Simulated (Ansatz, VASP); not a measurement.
## One calculation of PbS, two programs

```
Pb S
1.0
     0.00000    3.02430    2.96500
     3.02430    0.00000    2.96500
     3.02430    3.02430    0.00000
Pb S
1 1
Direct
  0.00000 0.00000 0.00000
  0.50000 0.50000 0.50000
```

Change from the starting cell: strain +0.0200 x Voigt [1, 1, 0, 0, 0, 0], atoms carried along.

Alike in both runs: task single point; functional r2SCAN; k mesh 8 × 8 × 8; occupations gaussian, width 0.05 eV; no spin polarisation.

|  | VASP | Ansatz |
| --- | --- | --- |
| version | VASP 6.6.1 | Ansatz 0.2.0 |
| potentials or method | VASP PAW PBE potentials, release 64 (Pb_d, S), cutoff 520 eV | scalar-relativistic, plane waves, PAW |
| valence electrons in the cell | 20 | 20 |

```csv
,VASP,Ansatz,Ansatz less VASP
gap on the k mesh at the Fermi level (eV),0.75,0.74,-0.009
least direct gap on the mesh (eV),0.75,0.74,-0.009
pressure (GPa),-0.9,-0.9,+0.02
"traceless stress, the component that is largest in VASP (GPa)",1.53,1.52,-0.007
```

VASP's potentials were made for PBE, not for r2SCAN.

Spin-orbit coupling is off throughout.
